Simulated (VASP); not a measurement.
A run of VASP 6.6.1 is set up as follows.

Contents of POSCAR:

```
NaF
1.0
    0.0000000000      2.3497917110      2.3497917110
    2.3497917110      0.0000000000      2.3497917110
    2.3497917110      2.3497917110      0.0000000000
Na F
1 1
Direct
    0.0000000000      0.0000000000      0.0000000000
    0.5000000000      0.5000000000      0.5000000000
```

INCAR.step1

```
PREC = Accurate
ENCUT = 520
ISMEAR = 0
SIGMA = 0.02
LREAL = F
LASPH = T
NELM = 80
NBANDS = 14
GGA = PE
ALGO = Normal
EDIFF = 1E-4
LWAVE = T
LCHARG = F
```

Contents of INCAR.step2:

```
PREC = Accurate
ENCUT = 520
EDIFF = 1E-6
ISMEAR = 0
SIGMA = 0.02
LREAL = F
LASPH = T
NELM = 80
ALGO = Normal
ISIF = 2
LWAVE = F
LCHARG = F
METAGGA = R2SCAN
LMIXTAU = T
NBANDS = 14
ISTART = 1
```

Contents of KPOINTS:

```
Automatic mesh
0
Gamma
  8 8 8
```

Potentials or basis: VASP PAW PBE potentials, release 64 (Na_pv, F).

Run with:

```sh
$ cat potpaw_PBE.64/Na_pv/POTCAR potpaw_PBE.64/F/POTCAR > POTCAR
$ cp INCAR.step1 INCAR
$ mpirun -np 1 vasp_std > vasp.out
$ cp INCAR.step2 INCAR
$ mpirun -np 1 vasp_std > vasp.out
```

(1) Estimate the pressure.

(2) Predict the band gap on the k mesh.

Answers

(1) -3.7 GPa.

(2) 6.94 eV.

Caveat: the cell stands under tension; the PAW data sets were made with another functional, which shifts forces and pressure a little.
